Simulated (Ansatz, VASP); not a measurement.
# One calculation of Si2Ru2N, two programs

```
Si Ru N
1.0
     4.14647    0.00000    0.00000
    -2.07323    3.59094    0.00000
     0.00000    0.00000    4.98579
Si Ru N
2 2 1
Direct
  0.33333 0.66667 0.00000
  0.66667 0.33333 0.00000
  0.33333 0.66667 0.50000
  0.66667 0.33333 0.50000
  0.00000 0.00000 0.00000
```

Alike in both runs: functional PBE; k mesh 12 × 12 × 8; occupations gaussian, width 0.1 eV; no spin polarisation.

Ansatz relaxed the structure, and its values are those at the end. VASP's run is a single point on that final structure, the one shown.

|  | VASP | Ansatz |
| --- | --- | --- |
| version | VASP 6.6.1 | Ansatz 0.2.0 |
| potentials or method | VASP PAW PBE potentials, release 64 (Si, Ru_pv, N), cutoff 520 eV | scalar-relativistic, plane waves, PAW |
| valence electrons in the cell | 41 | 45 |

```csv
,VASP,Ansatz,Ansatz less VASP
gap on the k mesh at the Fermi level (eV),none,none,-
pressure (GPa),0.0,0.0,-0.04
```

A gap of «none» marks a metal or a gap that the smearing closes. VASP's potentials hold 41 valence electrons a cell and Ansatz's 45, so a difference there can come from the potentials and not from the codes.
